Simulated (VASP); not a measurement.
Set up this calculation in VASP 6.6.1, as the native input.

```
Task                   : single point
Functional             : r2SCAN
Potentials or basis    : VASP PAW PBE potentials, release 64 (Al, O)
Cutoff                 : 520 eV
k mesh                 : 6 × 6 × 6
Occupations            : gaussian, width 0.05 eV
Spin                   : no spin polarisation
Dipole correction      : no
Further INCAR settings : ALGO = Normal; EDIFF = 1e-06; NBANDS = 35
```

Crystal: Al2O3.

```
Al O
1.0
     2.49855    1.44254    4.43993
    -2.49855    1.44254    4.43993
     0.00000   -2.88508    4.43993
Al O
4 6
Direct
  0.85192 0.85192 0.85192
  0.64808 0.64808 0.64808
  0.14808 0.14808 0.14808
  0.35192 0.35192 0.35192
  0.05639 0.44361 0.75000
  0.75000 0.05639 0.44361
  0.44361 0.75000 0.05639
  0.94361 0.55639 0.25000
  0.25000 0.94361 0.55639
  0.55639 0.25000 0.94361
```

This cell differs from its parent crystal: strain +0.050 along x and y, +0.025 along z.

The input as run:

POSCAR

```
Al2O3
1.0
    2.4985500242      1.4425385290      4.4399267083
   -2.4985500242      1.4425385290      4.4399267083
    0.0000000000     -2.8850770581      4.4399267083
Al O
4 6
Direct
    0.8519165699      0.8519165699      0.8519165699
    0.6480834301      0.6480834301      0.6480834301
    0.1480834301      0.1480834301      0.1480834301
    0.3519165699      0.3519165699      0.3519165699
    0.0563854984      0.4436145016      0.7500000000
    0.7500000000      0.0563854984      0.4436145016
    0.4436145016      0.7500000000      0.0563854984
    0.9436145016      0.5563854984      0.2500000000
    0.2500000000      0.9436145016      0.5563854984
    0.5563854984      0.2500000000      0.9436145016
```

INCAR.step1

```
  ALGO = Normal
  EDIFF = 1E-4
  ENCUT = 520
  GGA = PE
  ISMEAR = 0
  LASPH = True
  LCHARG = False
  LREAL = False
  LWAVE = True
  NBANDS = 35
  NELM = 80
  PREC = Accurate
  SIGMA = 0.05
```

INCAR.step2

```
  ALGO = Normal
  EDIFF = 1E-6
  ENCUT = 520
  ISIF = 2
  ISMEAR = 0
  ISTART = 1
  LASPH = True
  LCHARG = False
  LMIXTAU = True
  LREAL = False
  LWAVE = False
  METAGGA = R2SCAN
  NBANDS = 35
  NELM = 80
  PREC = Accurate
  SIGMA = 0.05
```

KPOINTS

```
k-points
0
Gamma
  6 6 6
```

Potentials or basis: VASP PAW PBE potentials, release 64 (Al, O).

The run is started by

```console
$ cat potpaw_PBE.64/Al/POTCAR potpaw_PBE.64/O/POTCAR > POTCAR
$ cp INCAR.step1 INCAR
$ mpirun -np 1 vasp_std > vasp.out
$ cp INCAR.step2 INCAR
$ mpirun -np 1 vasp_std > vasp.out
```

Results of the run:

The pressure is -25.4 GPa. The largest force is 0.209 eV/Å and the band gap on the k mesh is 5.46 eV.

Caveat: the cell differs from its parent crystal (strain +0.050 along x and y, +0.025 along z); the cell stands under tension; the PAW data sets were made with another functional, which shifts forces and pressure a little.

It took 3.1 min on 1 thread of Intel(R) Xeon(R) 6975P-C (Granite Rapids) (shared host), peak memory 0.29 GiB.
